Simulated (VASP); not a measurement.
Runs of VASP 6.6.1 on BeAs. The structure is that of space group Fm-3m (No. 225), or close to it. The cells are those of the table. 

| task | cell | k mesh | cutoff (eV) | gap on the mesh (eV) | pressure (GPa) | relaxed volume (Å³/atom) |
| --- | --- | --- | --- | --- | --- | --- |
| single point | a = 3.414 Å, angles 60.0°, 2 atoms | 21 × 21 × 21 | 520 | none | 0.2 | - |
| relaxation of cell and atoms | relaxed from a = 3.478 Å, angles 57.7°, 2 atoms | 21 × 21 × 21 | 600 | none | 0.0 | 14.11 |
| relaxation of cell and atoms | relaxed from a = 3.313 Å, angles 59.6°, 2 atoms | 6 × 6 × 6 | 600 | none | -0.4 | 14.20 |
| single point | a = 3.478 Å, angles 57.7°, 2 atoms | 6 × 6 × 6 | 520 | none | (a) | - |
| single point | a = 3.313 Å, angles 59.6°, 2 atoms | 6 × 6 × 6 | 520 | none | (b) | - |

Alike in all rows: level PBE; potentials or basis VASP PAW PBE potentials, release 64 (Be, As); no spin polarisation; smearing gaussian 0.1 eV.

Q: Estimate the missing entries.

A: (a) 0.3; (b) 11.0.

Caveats: some runs use coarse meshes.

A k mesh can miss the band edges, and the runs leave out spin-orbit coupling on As.

A gap of «none» marks levels without a gap at the run's occupations.
